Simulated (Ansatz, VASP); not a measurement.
# BiSb2O2: VASP beside Ansatz

File INCAR:

```
SYSTEM = BiSb2O2
  PREC = Accurate
  ENCUT = 600
  EDIFF = 1E-7
  ISMEAR = 0
  SIGMA = 0.1
  LREAL = .False.
  LASPH = .True.
  NELM = 100
  ALGO = Normal
  ISIF = 3
  LWAVE = .False.
  LCHARG = .False.
  GGA = PE
  IBRION = 2
  NSW = 90
  EDIFFG = -0.04
```

File KPOINTS:

```
regular mesh
0
Gamma
  2 2 6
  0 0 0
```

POSCAR

```
BiSb2O2
1.0
    8.3766823354      0.0000000000      0.0000000000
    0.0000000000      8.3766823354      0.0000000000
    0.0000000000      0.0000000000      3.2888661164
Sb Bi O
4 2 4
Direct
    0.2283952643      0.7283952643      0.5000000000
    0.2716047357      0.2283952643      0.5000000000
    0.7716047357      0.2716047357      0.5000000000
    0.7283952643      0.7716047357      0.5000000000
    0.0000000000      0.0000000000      0.0000000000
    0.5000000000      0.5000000000      0.0000000000
    0.3375284062      0.8375284062      0.0000000000
    0.1624715938      0.3375284062      0.0000000000
    0.6624715938      0.1624715938      0.0000000000
    0.8375284062      0.6624715938      0.0000000000
```

Input for Ansatz:

```yaml
crystal:
  lattice:
    - [8.3766823354, 0.0, 0.0]
    - [0.0, 8.3766823354, 0.0]
    - [0.0, 0.0, 3.2888661164]
  atoms:
    - { symbol: Sb, position: [0.2283952643, 0.7283952643, 0.5] }
    - { symbol: Sb, position: [0.2716047357, 0.2283952643, 0.5] }
    - { symbol: Sb, position: [0.7716047357, 0.2716047357, 0.5] }
    - { symbol: Sb, position: [0.7283952643, 0.7716047357, 0.5] }
    - { symbol: Bi, position: [0.0, 0.0, 0.0] }
    - { symbol: Bi, position: [0.5, 0.5, 0.0] }
    - { symbol: O, position: [0.3375284062, 0.8375284062, 0.0] }
    - { symbol: O, position: [0.1624715938, 0.3375284062, 0.0] }
    - { symbol: O, position: [0.6624715938, 0.1624715938, 0.0] }
    - { symbol: O, position: [0.8375284062, 0.6624715938, 0.0] }
basis:
  ecutwfc: 420
kpoints:
  mp_grid: { grid: [2, 2, 6] }
hamiltonian:
  xc: pbe
scf:
  occupations: { method: gaussian, width: 0.1 }
  lower_state_search: "off"
output:
  forces: true
  stress: true
  eigenvalues: true
relax:
  adjacent_minimum: "off"
  f_tol: 0.04
  max_steps: 70
  cell: { stress_tol: 0.4 }
```

Change from the starting cell: species swapped into the MgSc2Ga2 type (P4/mbm, No. 127).

Alike in both runs: task relaxation of cell and atoms; functional PBE; k mesh 2 × 2 × 6; occupations gaussian, width 0.1 eV; no spin polarisation.

```csv
,VASP,Ansatz
version,VASP 6.6.1,Ansatz 0.2.0
potentials or method,"VASP PAW PBE potentials, release 64 (Sb, Bi_d, O), cutoff 600 eV","scalar-relativistic, plane waves, PAW"
valence electrons in the cell,74,114
```

Ansatz gave:

| Quantity | Value |
| --- | --- |
| gap on the k mesh at the Fermi level, each at its own relaxed structure (eV) | none |
| relaxed volume (Å³/atom) | 25.30 |
| relaxed cell length with the largest relative difference (Å) | 9.006 |

Problem. Estimate VASP's values.

Solution. gap on the k mesh at the Fermi level, each at its own relaxed structure (eV): none; relaxed volume (Å³/atom): 25.17; relaxed cell length with the largest relative difference (Å): 8.986.

A gap of «none» marks a metal or a gap that the smearing closes. VASP's potentials hold 74 valence electrons a cell and Ansatz's 114, so a difference there can come from the potentials and not from the codes.

The k mesh is coarse, so the values compare programs but aren't converged. Neither program's run includes spin-orbit coupling.
